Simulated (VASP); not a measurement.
Set up this calculation in VASP 6.6.1, as the native input.

```yaml
Task: single point
Functional: PBE
Potentials_or_basis: VASP PAW PBE potentials, release 64 (Pt)
Cutoff: 500 eV
k_mesh: 12 × 12 × 12
Occupations: fermi-dirac, width 0.1 eV
Spin: no spin polarisation
Dipole_correction: no
Further_INCAR_settings: ALGO = Normal; EDIFF = 1e-06; NBANDS = 11
```

The structure of Pt lies in POSCAR:

```
Pt
1.0
    0.0000000000      1.9850000000      1.9850000000
    1.9850000000      0.0000000000      1.9850000000
    1.9850000000      1.9850000000      0.0000000000
Pt
1
Direct
    0.0000000000      0.0000000000      0.0000000000
```

The input as run:

INCAR

```
SYSTEM = Pt
ALGO = Normal
EDIFF = 1E-6
ENCUT = 500
GGA = PE
GGA_COMPAT = .FALSE.
ISIF = 2
ISMEAR = -1
LASPH = .TRUE.
LCHARG = .FALSE.
LREAL = .FALSE.
LWAVE = .FALSE.
NBANDS = 11
NELM = 120
PREC = Accurate
SIGMA = 0.1
```

KPOINTS

```
k-points
0
G
  12 12 12
  0 0 0
```

Potentials or basis: VASP PAW PBE potentials, release 64 (Pt).

Command:

```console
$ cat potpaw_PBE.64/Pt/POTCAR > POTCAR
$ mpirun -np 1 vasp_std > vasp.out
```

It gave:

| Property | Result |
| --- | --- |
| Pressure | 0.0 GPa |
| Band gap on the k mesh | zero (band 5 reaches 11.04 eV, above the bottom of band 6 at 8.95 eV) |

Caveat: spin-orbit coupling is left out, which moves the levels of the heavy elements.

It took 7.1 s on 1 thread of Intel(R) Xeon(R) Platinum 8559C (Emerald Rapids), on a shared host, peak memory 0.13 GiB.
